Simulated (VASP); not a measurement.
A run of VASP 6.6.1 is set up as follows.

Contents of INCAR:

```
SYSTEM = MgO
ALGO = Normal ; EDIFF = 1E-8
ENCUT = 520 ; GGA = CA
IBRION = 8 ; ISIF = 2
ISMEAR = 0 ; LASPH = .TRUE.
LCHARG = .TRUE. ; LEPSILON = .TRUE.
LREAL = .FALSE. ; LWAVE = .FALSE.
NBANDS = 11 ; NELM = 100
NSW = 1 ; PREC = Accurate
SIGMA = 0.01
```

KPOINTS

```
k-points
0
G
  8 8 8
  0 0 0
```

POSCAR

```
MgO
1.0
    0.0000000000      2.0970013927      2.0970013927
    2.0970013927      0.0000000000      2.0970013927
    2.0970013927      2.0970013927      0.0000000000
Mg O
1 1
Direct
    0.0000000000      0.0000000000      0.0000000000
    0.5000000000      0.5000000000      0.5000000000
```

Potentials or basis: VASP PAW LDA potentials, release 64 (Mg, O).

The run is started by

```sh
$ cat potpaw_LDA.64/Mg/POTCAR potpaw_LDA.64/O/POTCAR > POTCAR
$ mpirun -np 1 vasp_std > vasp.out
```

(1) What does it give for the electronic dielectric tensor (diagonal)?

(2) Estimate the Born charges (mean of the diagonal).

(3) What does it give for the highest phonon frequency at Γ, LO-TO splitting left out?

Answers

(1) 3.14.

(2) Mg +1.96; O -1.96 e.

(3) 390 cm⁻¹.

Caveat: the cell wasn't relaxed at this level first, which shifts response properties.
